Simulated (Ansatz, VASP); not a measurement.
**Hf: VASP beside Ansatz**

```
Hf
1.0
     0.00000    2.22000    2.22000
     2.22000    0.00000    2.22000
     2.22000    2.22000    0.00000
Hf
1
Direct
  0.00000 0.00000 0.00000
```

Alike in both runs: task single point; functional PBE; k mesh 10 × 10 × 10; occupations gaussian, width 0.02 eV; no spin polarisation.

```csv
,VASP,Ansatz
version,VASP 6.6.1,Ansatz 0.2.0
potentials or method,"VASP PAW PBE potentials, release 64 (Hf_pv), cutoff 520 eV","all-electron LAPW, scalar-relativistic"
```

Ansatz gave:

| Item | Value |
| --- | --- |
| gap on the k mesh at the Fermi level (eV) | none |
| pressure (GPa) | 2.9 |

Question: Estimate VASP's values.

Answer: gap on the k mesh at the Fermi level (eV): none; pressure (GPa): 2.5.

A gap of «none» marks a metal or a gap that the smearing closes. Ansatz ran all-electron here, and VASP with PAW potentials.

Spin-orbit coupling is off throughout.
